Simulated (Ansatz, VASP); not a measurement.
**Sb: VASP beside Ansatz**

```
CELL_PARAMETERS angstrom
4.34113 0.00000 0.00000
-2.17057 3.75953 0.00000
0.00000 0.00000 24.23953
ATOMIC_POSITIONS crystal
Sb 0.33333 0.66667 0.30890
Sb 0.66667 0.33333 0.37114
Sb 0.00000 0.00000 0.46915
Sb 0.33333 0.66667 0.53085
Sb 0.66667 0.33333 0.62886
Sb 0.00000 0.00000 0.69110
```

Alike in both runs: functional r2SCAN; k mesh 9 × 9 × 1; occupations gaussian, width 0.1 eV; no spin polarisation.

Ansatz relaxed the structure, and its values are those at the end. VASP's run is a single point on that final structure, the one shown.

```csv
,VASP,Ansatz
version,VASP 6.6.1,Ansatz 0.2.0
potentials or method,"VASP PAW PBE potentials, release 64 (Sb), cutoff 520 eV","scalar-relativistic, plane waves, PAW"
valence electrons in the cell,30,90
```

```csv
,VASP,Ansatz,Ansatz less VASP
gap on the k mesh at the Fermi level (eV),none,none,-
rms of the force components (eV/Å),0.032,0.004,-0.0287
```

VASP's potentials were made for PBE, not for r2SCAN. A gap of «none» marks a metal or a gap that the smearing closes. With one functional, cell and mesh, what is left measures potentials, basis and numerics. VASP's potentials hold 30 valence electrons a cell and Ansatz's 90, so a difference there can come from the potentials and not from the codes.

Neither program's run includes spin-orbit coupling.
